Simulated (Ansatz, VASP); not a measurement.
# One calculation of Ge, two programs

```
CELL_PARAMETERS angstrom
0.00000 2.93815 2.88053
2.88053 0.00000 2.88053
2.88053 2.93815 0.00000
ATOMIC_POSITIONS crystal
Ge 0.50000 0.50000 0.50000
Ge 0.75000 0.75000 0.75000
```

Change from the starting cell: strain +0.0200 x Voigt [0, 1, 0, 0, 0, 0], atoms carried along.

Alike in both runs: task single point; functional PBE; k mesh 18 × 18 × 18; occupations gaussian, width 0.15 eV; no spin polarisation.

|  | VASP | Ansatz |
| --- | --- | --- |
| version | VASP 6.6.1 | Ansatz 0.2.0 |
| potentials or method | VASP PAW PBE potentials, release 64 (Ge_d), cutoff 520 eV | scalar-relativistic, plane waves, PAW |
| valence electrons in the cell | 28 | 28 |

```csv
,VASP,Ansatz,Ansatz less VASP
gap on the k mesh at the Fermi level (eV),none,none,-
pressure (GPa),-1.2,-1.1,+0.10
"traceless stress, the component that is largest in VASP (GPa)",-0.89,-0.89,+0.002
```

A gap of «none» marks a metal or a gap that the smearing closes.
